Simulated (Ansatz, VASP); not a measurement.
Given: the input of a run of VASP 6.6.1 on HfO2.

INCAR

```
  PREC = Accurate
  ENCUT = 520
  EDIFF = 1E-6
  ISMEAR = -1
  SIGMA = 0.05
  LREAL = False
  LASPH = True
  NELM = 80
  ALGO = Normal
  ISIF = 2
  LWAVE = False
  LCHARG = True
  GGA = B5
  ALDAX = 1.0
  AGGAX = 1.0
  AGGAC = 1.0
  ALDAC = 0.0
  IVDW = 12
  VDW_S6 = 1.0
  VDW_S8 = 2.6996
  VDW_A1 = 0.4298
  VDW_A2 = 4.2359
  LELF = True
  LVHAR = True
  NBANDS = 56
```

KPOINTS

```
Automatic mesh
0
Gamma
  5 6 5
```

POSCAR

```
HfO2
1.0
    5.1129138024      0.0000000000      0.0000000000
    0.0000000000      4.9025969881      0.0000000000
    0.0000000000      0.0000000000      4.9299483645
Hf O
4 8
Direct
    0.9669940000      0.7325208200      0.7414403500
    0.5330060000      0.7325208200      0.2414403500
    0.4669940000      0.2674791800      0.7414403500
    0.0330060000      0.2674791800      0.2414403500
    0.6321274500      0.9286454000      0.8792672600
    0.8678725500      0.9286454000      0.3792672600
    0.2339485200      0.5398830500      0.4922923900
    0.2660514800      0.5398830500      0.9922923900
    0.7660514800      0.4601169500      0.9922923900
    0.7339485200      0.4601169500      0.4922923900
    0.1321274500      0.0713546000      0.8792672600
    0.3678725500      0.0713546000      0.3792672600
```

Potentials or basis: VASP PAW PBE potentials, release 64 (Hf_pv, O).

Run with:

```console
$ cat potpaw_PBE.64/Hf_pv/POTCAR potpaw_PBE.64/O/POTCAR > POTCAR
$ mpirun -np 1 vasp_std > vasp.out
```

Set up the same calculation for Ansatz 0.2.0. Potentials there: Ansatz PAW.

As run (the cutoff follows the program's own potentials):

input.yaml

```yaml
crystal:
  lattice:
    - [5.1129138024, 0.0, 0.0]
    - [0.0, 4.9025969881, 0.0]
    - [0.0, 0.0, 4.9299483645]
  atoms:
    - { symbol: Hf, position: [0.966994, 0.73252082, 0.74144035] }
    - { symbol: Hf, position: [0.533006, 0.73252082, 0.24144035] }
    - { symbol: Hf, position: [0.466994, 0.26747918, 0.74144035] }
    - { symbol: Hf, position: [0.033006, 0.26747918, 0.24144035] }
    - { symbol: O, position: [0.63212745, 0.9286454, 0.87926726] }
    - { symbol: O, position: [0.86787255, 0.9286454, 0.37926726] }
    - { symbol: O, position: [0.23394852, 0.53988305, 0.49229239] }
    - { symbol: O, position: [0.26605148, 0.53988305, 0.99229239] }
    - { symbol: O, position: [0.76605148, 0.46011695, 0.99229239] }
    - { symbol: O, position: [0.73394852, 0.46011695, 0.49229239] }
    - { symbol: O, position: [0.13212745, 0.0713546, 0.87926726] }
    - { symbol: O, position: [0.36787255, 0.0713546, 0.37926726] }
hamiltonian:
  xc: blyp
  pseudopotentials: { kind: paw }
  dispersion: d3bj
kpoints:
  mp_grid: { grid: [5, 6, 5] }
scf:
  occupations: { method: fermi_dirac, width: 0.05 }
output:
  forces: true
  stress: true
  eigenvalues: true
```

Potentials or basis: Ansatz PAW.

Run with:

```bash
$ ansatz run input.yaml --threads 2 --pin off --max-ram 5120MiB --backend cpu --events-out ev --progress --plain --runs-dir out
```

Both were run:

|  | VASP | Ansatz | Ansatz less VASP |
| --- | --- | --- | --- |
| gap on the k mesh at the Fermi level (eV) | 4.71 | 4.74 | +0.036 |
| least direct gap on the mesh (eV) | 4.89 | 4.92 | +0.028 |
| pressure (GPa) | 25.0 | 27.9 | +2.87 |
| traceless stress, the component that is largest in VASP (GPa) | 1.04 | 0.95 | -0.088 |
| rms of the force components (eV/Å) | 0.173 | 0.193 | +0.0195 |

VASP's potentials were made for PBE, not for BLYP. Atom by atom the forces differ by 0.028 eV/Å (rms over components). VASP's potentials hold 88 valence electrons a cell and Ansatz's 152, so a difference there can come from the potentials and not from the codes.

Spin-orbit coupling is off throughout. Noted on Ansatz's run: Pulay correction over one GPa; odd divisions of the mesh miss points on the zone boundary, where band edges often lie, so the gap on the mesh can be too wide.
